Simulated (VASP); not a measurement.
# C (Fd-3m) in VASP: a series of runs

C is run at these levels: LDA, PBEsol, r2SCAN; tasks: single point.

Everything below comes from runs of VASP 6.6.1. Logs are shortened: lines on timing, memory, paths and dates and some standing lists are left out, and cuts for length are marked.

**1. The cell of the first run**

The structure is cubic, space group Fd-3m (No. 227). The conventional cell has a = 3.567 Å, b = 3.567 Å, c = 3.567 Å, α = 90.00°, β = 90.00°, γ = 90.00°. Within 2.1 Å of C (site symmetry -43m) lie 4 C at 1.54 Å.

**2. Single point, LDA**

File INCAR:

```
PREC = Accurate
ENCUT = 910
EDIFF = 1E-6
ISMEAR = -1
SIGMA = 0.05
LREAL = False
LASPH = True
NELM = 120
ALGO = Normal
ISIF = 2
LWAVE = False
LCHARG = False
GGA = CA
NBANDS = 11
GGA_COMPAT = False
```

File KPOINTS:

```
Automatic mesh
0
Gamma
  13 13 13
```

File POSCAR:

```
C
1.0
    0.0000000000      1.7833700000      1.7833700000
    1.7833700000      0.0000000000      1.7833700000
    1.7833700000      1.7833700000      0.0000000000
C
2
Direct
    0.7500000000      0.7500000000      0.7500000000
    0.5000000000      0.5000000000      0.5000000000
```

Potentials or basis: VASP PAW LDA potentials, release 64 (C_h).

Run with:

```console
> cat potpaw_LDA.64/C_h/POTCAR > POTCAR
> mpirun -np 1 vasp_std > vasp.out
```

OUTCAR:

```text
PREC = Accurate
   ENCUT = 910
   EDIFF = 1E-6
   ISMEAR = -1
   LREAL = False
   LASPH = True
   NELM = 120
   ISIF = 2
   GGA = CA

 ion  position               nearest neighbor table
   1  0.750  0.750  0.750-
   2  0.500  0.500  0.500-

  LATTYP: Found a face centered cubic cell.
 ALAT       =     3.5667400000

  Lattice vectors:

 A1 = (   0.0000000000,   1.7833700000,   1.7833700000)
 A2 = (   1.7833700000,   0.0000000000,   1.7833700000)
 A3 = (   1.7833700000,   1.7833700000,   0.0000000000)

Analysis of symmetry for initial positions (statically):
=====================================================================
 Subroutine PRICEL returns:
 Original cell was already a primitive cell.

 Routine SETGRP: Setting up the symmetry group for a
 face centered cubic supercell.

 Subroutine GETGRP returns: Found 48 space group operations
 (whereof 24 operations were pure point group operations)
 out of a pool of 48 trial point group operations.

The static configuration has the point symmetry T_d .
 The point group associated with its full space group is O_h .

Analysis of symmetry for dynamics (positions and initial velocities):
=====================================================================
 Subroutine PRICEL returns:
 Original cell was already a primitive cell.

 Routine SETGRP: Setting up the symmetry group for a
 face centered cubic supercell.

 Subroutine GETGRP returns: Found 48 space group operations
 (whereof 24 operations were pure point group operations)
 out of a pool of 48 trial point group operations.

The dynamic configuration has the point symmetry T_d .
 The point group associated with its full space group is O_h .

 Subroutine INISYM returns: Found 48 space group operations
 (whereof 24 operations are pure point group operations),
 and found     1 'primitive' translations

----------------------------------------------------------------------------------------

                                     Primitive cell

  volume of cell :      11.3437

  direct lattice vectors                    reciprocal lattice vectors
     0.000000000  1.783370000  1.783370000    -0.280368067  0.280368067  0.280368067
     1.783370000  0.000000000  1.783370000     0.280368067 -0.280368067  0.280368067
     1.783370000  1.783370000  0.000000000     0.280368067  0.280368067 -0.280368067

  length of vectors
     2.522066041  2.522066041  2.522066041     0.485611737  0.485611737  0.485611737

  position of ions in fractional coordinates (direct lattice)
     0.750000000  0.750000000  0.750000000
     0.500000000  0.500000000  0.500000000

  ion indices of the primitive-cell ions
   primitive index   ion index
                 1           1
                 2           2

----------------------------------------------------------------------------------------

 KPOINTS: Automatic mesh

Automatic generation of k-mesh.
 Grid dimensions read from file:
 generate k-points for:   13   13   13

 Generating k-lattice:

  Cartesian coordinates                     Fractional coordinates (reciprocal lattice)
    -0.021566774  0.021566774  0.021566774     0.076923077  0.000000000  0.000000000
     0.021566774 -0.021566774  0.021566774     0.000000000  0.076923077  0.000000000
     0.021566774  0.021566774 -0.021566774     0.000000000  0.000000000  0.076923077

  Length of vectors
     0.037354749  0.037354749  0.037354749

  Shift w.r.t. Gamma in fractional coordinates (k-lattice)
     0.000000000  0.000000000  0.000000000

 Subroutine IBZKPT returns following result:
 ===========================================

 Found     84 irreducible k-points:

 Following reciprocal coordinates:
            Coordinates               Weight
  0.000000  0.000000  0.000000      1.000000
  0.076923  0.000000  0.000000      8.000000
  0.153846  0.000000  0.000000      8.000000
  0.230769  0.000000  0.000000      8.000000
  0.307692  0.000000  0.000000      8.000000
  0.384615  0.000000  0.000000      8.000000
[... 16 lines left out ...]
  0.384615  0.153846  0.000000     24.000000
  0.461538  0.153846  0.000000     24.000000
 [... further k-points ...]
   k-points           NKPTS =     84   k-points in BZ     NKDIM =     84   number of bands    NBANDS=     11
   number of dos      NEDOS =    301   number of ions     NIONS =      2
   total plane-waves  NPLWV =  21952
   dimension x,y,z NGX =    28 NGY =   28 NGZ =   28
   dimension x,y,z NGXF=    56 NGYF=   56 NGZF=   56
   ions per type =               2
   NGX,Y,Z   is equivalent  to a cutoff of  18.46, 18.46, 18.46 a.u.
   NGXF,Y,Z  is equivalent  to a cutoff of  36.91, 36.91, 36.91 a.u.
 SYSTEM =  unknown system
   PREC   = accura    normal or accurate (medium, high low for compatibility)
   ISTART =      0    job   : 0-new  1-cont  2-samecut
   ICHARG =      2    charge: 1-file 2-atom 10-const
   ISPIN  =      1    spin polarized calculation?
   LNONCOLLINEAR =      F non collinear calculations
   LSORBIT =      F    spin-orbit coupling
   LASPH  =      T    aspherical Exc in radial PAW
   ENCUT  =  910.0 eV  66.88 Ry    8.18 a.u.   6.20  6.20  6.20*2*pi/ulx,y,z
   NELM   =    120;   NELMIN=  2; NELMDL= -5     # of ELM steps
   EDIFF  = 0.1E-05   stopping-criterion for ELM
   LREAL  =      F    real-space projection
   EDIFFG = 0.1E-04   stopping-criterion for IOM
   NSW    =      0    number of steps for IOM
   IBRION =     -1    ionic relax: 0-MD 1-quasi-New 2-CG
   NFREE  =      0    steps in history (QN), initial steepest desc. (CG)
   ISIF   =      2    stress and relaxation
   ISYM   =      2    0-nonsym 1-usesym 2-fastsym
   POTIM  = 0.5000    time-step for ionic-motion
   TEBEG  =    0.0;   TEEND  =   0.0 temperature during run
   PSTRESS=    0.0 pullay stress
   NELECT =       8.0000    total number of electrons
   NUPDOWN=      -1.0000    fix difference up-down
   EMIN   =  10.00;   EMAX   =-10.00  energy-range for DOS
   EFERMI =   0.00;   METHOD = LEGACY
   ISMEAR =    -1;   SIGMA  =   0.05  broadening in eV -4-tet -1-fermi 0-gaus
   EFERMI_NEDOS =   21; number of points for ismear=-14 and -15
   IALGO  =     38    algorithm
   IMIX   =      4    mixing-type and parameters
     AMIX     =   0.40;   BMIX     =  1.00
     AMIX_MAG =   1.60;   BMIX_MAG =  1.00
  volume/ion in A,a.u.               =       5.67        38.28
  Fermi-wavevector in a.u.,A,eV,Ry     =   1.457203  2.753714 28.891161  2.123440
  Thomas-Fermi vector in A             =   2.574032
   LORBIT       =      0    0 simple, 1 ext, 2 COOP (PROOUT), +10 PAW based schemes
   GGA     = CA    functional components
   LHFCALC =     F    Hartree Fock is set to
   AEXX    =    0.0000 exact exchange contribution
   IVDW    =     0    specifies the selected vdW correction
   LEPSILON=     F    determine dielectric tensor
   LRPA    =     F    only Hartree local field effects (RPA)
 non-spin polarized calculation
  energy-cutoff  :      910.00
  volume of cell :       11.34
 maximum number of plane-waves:       725
 NGX is ok and might be reduce to    28
   NGX = 13   NGY = 13   NGZ = 13

 number of electron       8.0000000 magnetization

 Free energy of the ion-electron system (eV)
  ---------------------------------------------------
  ext. energy  EPLUGINS =         0.00000000
  ---------------------------------------------------
  free energy    TOTEN  =       -20.25543625 eV

  energy without entropy =      -20.25543625  energy(sigma->0) =      -20.25543625

 E-fermi :  11.7514     XC(G=0): -13.6499

 val. band max:       10.8661818858   @ k =   0.0000   0.0000   0.0000
 cond. band min:      14.9765400068   @ k =   0.3846   0.3846   0.0000
 fundamental gap:      4.1103581210
 Fermi energy:        11.7514010045

 k-point     1 :       0.0000    0.0000    0.0000
  band No.  band energies     occupation
      1     -10.4533      2.00000
      2      10.8662      2.00000
      3      10.8662      2.00000
      4      10.8662      2.00000
      5      16.4097      0.00000
      6      16.4097      0.00000
      7      16.4097      0.00000
      8      24.4164      0.00000
      9      29.8721      0.00000
     10      37.4864      0.00000
     11      37.4864      0.00000

 k-point     2 :       0.0769    0.0000    0.0000
  band No.  band energies     occupation
      1     -10.2896      2.00000
      2       9.8135      2.00000
      3      10.5882      2.00000
      4      10.5882      2.00000
      5      16.7728      0.00000
      6      16.7728      0.00000
      7      17.0404      0.00000
      8      24.5291      0.00000
      9      30.1386      0.00000
     10      35.3861      0.00000
     11      35.3861      0.00000

 k-point     3 :       0.1538    0.0000    0.0000
  band No.  band energies     occupation
      1      -9.8002      2.00000
      2       7.5668      2.00000
      3       9.9614      2.00000
      4       9.9614      2.00000
      5      17.5943      0.00000
      6      17.5943      0.00000
      7      18.0901      0.00000
      8      24.8537      0.00000
      9      30.7317      0.00000
     10      33.7870      0.00000
     11      33.7870      0.00000

 k-point     4 :       0.2308    0.0000    0.0000
  band No.  band energies     occupation
      1      -8.9904      2.00000
      2       4.9852      2.00000
      3       9.2829      2.00000
      4       9.2829      2.00000
      5      18.4230      0.00000
      6      18.4230      0.00000
      7      18.9043      0.00000
      8      25.3252      0.00000
      9      31.1925      0.00000
     10      33.1671      0.00000
     11      33.1671      0.00000

 k-point     5 :       0.3077    0.0000    0.0000
  band No.  band energies     occupation
      1      -7.8727      2.00000
      2       2.3964      2.00000
      3       8.7100      2.00000
      4       8.7100      2.00000
      5      18.9668      0.00000
      6      18.9668      0.00000
      7      19.4237      0.00000
      8      25.8011      0.00000
      9      31.4234      0.00000
     10      33.6223      0.00000
     11      33.6223      0.00000
[... 211 lines left out ...]
 k-point    21 :       0.2308    0.1538    0.0000
  band No.  band energies     occupation
      1      -8.9891      2.00000
      2       6.7085      2.00000
      3       7.8366      2.00000
      4       8.5907      2.00000
      5      16.0460      0.00000
      6      20.4719      0.00000
      7      20.4950      0.00000
      8      23.1679      0.00000
      9      30.7273      0.00000
     10      31.7668      0.00000
     11      37.8029      0.00000

 k-point    22 :       0.3077    0.1538    0.0000
  band No.  band energies     occupation
      1      -8.0806      2.00000
      2       4.3489      2.00000
      3       7.3038      2.00000
      4       7.9394      2.00000
      5      16.7885      0.00000
      6      21.1925      0.00000
      7      21.2235      0.00000
      8      22.8814      0.00000
      9      31.3870      0.00000
     10      32.0644      0.00000
     11      37.4060      0.00000

 k-point    23 :       0.3846    0.1538    0.0000
  band No.  band energies     occupation
      1      -6.8752      2.00000
      2       1.9423      2.00000
      3       7.0095      2.00000
      4       7.1725      2.00000
      5      17.4681      0.00000
      6      21.4862      0.00000
      7      21.6073      0.00000
      8      23.3998      0.00000
      9      31.7598      0.00000
     10      32.6213      0.00000
     11      37.7252      0.00000

 k-point    24 :       0.4615    0.1538    0.0000
  band No.  band energies     occupation
      1      -5.4286      2.00000
      2      -0.3048      2.00000
      3       6.4764      2.00000
      4       6.9716      2.00000
      5      17.8926      0.00000
      6      21.3602      0.00000
      7      21.8065      0.00000
      8      24.6158      0.00000
      9      31.1387      0.00000
     10      33.9099      0.00000
     11      37.7593      0.00000

 [... further k-points ...]
[... 5 lines left out ...]
  --------------------------------------------------------------------------------------
  -------------------------------------------------------------------------------------
  Total       -0.8848859     -0.8848859     -0.8848859      0.0000000      0.0000000      0.0000000
  in kB     -124.9808575   -124.9808575   -124.9808575      0.0000000      0.0000000      0.0000000
  external PRESSURE =    -124.9808575 kB  Pullay stress =       0.0000000 kB

 VOLUME and BASIS-vectors are now :
 -----------------------------------------------------------------------------
  energy-cutoff  :      910.00
  volume of cell :       11.34
      direct lattice vectors                 reciprocal lattice vectors
     0.000000000  1.783370000  1.783370000    -0.280368067  0.280368067  0.280368067
     1.783370000  0.000000000  1.783370000     0.280368067 -0.280368067  0.280368067
     1.783370000  1.783370000  0.000000000     0.280368067  0.280368067 -0.280368067

 POSITION                                       TOTAL-FORCE (eV/Angst)
 -----------------------------------------------------------------------------------
      2.67505      2.67505      2.67505        -0.000000     -0.000000     -0.000000
      1.78337      1.78337      1.78337         0.000000      0.000000      0.000000
 -----------------------------------------------------------------------------------
    total drift:                                0.000000      0.000000     -0.000000

  FREE ENERGIE OF THE ION-ELECTRON SYSTEM (eV)
  ---------------------------------------------------
  free  energy   TOTEN  =       -20.2554362543 eV

  energy  without entropy=      -20.2554362542  energy(sigma->0) =      -20.25543625
```

Run time: 26 s. Hardware: 1 thread of Intel Xeon Platinum 8375C at 2.90GHz (Ice Lake), shared host; peak memory 0.14 GiB.

Results:

| Property | Result |
| --- | --- |
| Free energy | -20.2554 eV |
| Pressure | -12.5 GPa |
| Band gap on the k mesh | 4.11 eV, indirect (least direct gap 5.54 eV) |

Levels at points of the mesh, in eV from the valence-band top:
| k point | band 2 | band 3 | band 4 | band 5 | band 6 | band 7 |
| --- | --- | --- | --- | --- | --- | --- |
| (0.00, 0.00, 0.00) | 0.00 | 0.00 | 0.00 | 5.54 | 5.54 | 5.54 |

Caveat: the cutoff is under 1.25 times the usual one of these potentials, so pressure, stress and relaxed cells hold a basis-set (Pulay) error. A k mesh can miss the band edges.

(Part 1 of 3 ends here.)
